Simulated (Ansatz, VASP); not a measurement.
## Two plane-wave programs on LiCl

POSCAR

```
LiCl
1.0
    4.0990293417      0.0000000000      0.0000000000
   -2.0495146709      3.5498635407      0.0000000000
    0.0000000000      0.0000000000      5.3049493222
Li Cl
2 2
Direct
    0.3333333333      0.6666666667      0.2500000000
    0.6666666667      0.3333333333      0.7500000000
    0.6666666667      0.3333333333      0.2500000000
    0.3333333333      0.6666666667      0.7500000000
```

File INCAR.step1:

```
ALGO = Normal
EDIFF = 1E-4
ENCUT = 520
GGA = PE
ISMEAR = 0
LASPH = T
LCHARG = F
LREAL = F
LWAVE = T
NBANDS = 18
NELM = 100
PREC = Accurate
SIGMA = 0.01
```

The input INCAR.step2:

```
ALGO = Normal
EDIFF = 1E-6
ENCUT = 520
ISIF = 2
ISMEAR = 0
ISTART = 1
LASPH = T
LCHARG = F
LMIXTAU = T
LREAL = F
LWAVE = F
METAGGA = R2SCAN
NBANDS = 18
NELM = 100
PREC = Accurate
SIGMA = 0.01
```

File KPOINTS:

```
k-points
0
Gamma
  12 12 6
```

Input for Ansatz:

```yaml
crystal:
  lattice:
    - [4.0990293417, 0.0, 0.0]
    - [-2.0495146709, 3.5498635407, 0.0]
    - [0.0, 0.0, 5.3049493222]
  atoms:
    - { symbol: Li, position: [0.3333333333, 0.6666666667, 0.25] }
    - { symbol: Li, position: [0.6666666667, 0.3333333333, 0.75] }
    - { symbol: Cl, position: [0.6666666667, 0.3333333333, 0.25] }
    - { symbol: Cl, position: [0.3333333333, 0.6666666667, 0.75] }
kpoints:
  mp_grid: { grid: [12, 12, 6] }
  band_path:
    path:
      - [0.0, 0.0, 0.0]
      - [0.5, 0.0, 0.0]
      - [0.3333333333, 0.3333333333, 0.0]
      - [0.0, 0.0, 0.5]
      - [0.5, 0.0, 0.5]
      - [0.3333333333, 0.3333333333, 0.5]
    npoints: 1
hamiltonian:
  xc: r2scan
scf:
  occupations: { method: fixed }
  n_extra_bands: 5
output:
  forces: true
  stress: true
  eigenvalues: true
  write_density: true
  write_potential: true
  elf: true
  volumetric_format: npy
```

Change from the starting cell: epitaxial_xy strain -1.5%.

Alike in both runs: task single point; functional r2SCAN; k mesh 12 × 12 × 6; no spin polarisation.

|  | VASP | Ansatz |
| --- | --- | --- |
| version | VASP 6.6.1 | Ansatz 0.2.0 |
| potentials or method | VASP PAW PBE potentials, release 64 (Li_sv, Cl) | plane waves, PAW |
| plane-wave cutoff (eV) | 520 | 500 |
| occupations | gaussian, width 0.01 eV | fixed |
| valence electrons in the cell | 20 | 20 |

|  | VASP | Ansatz | Ansatz less VASP |
| --- | --- | --- | --- |
| gap on the k mesh at the Fermi level (eV) | 6.38 | 6.33 | -0.056 |

VASP's potentials were made for PBE, not for r2SCAN.

Noted on VASP's run: the cutoff is under 1.25 times that of the potentials, so the pressure is a little rough.
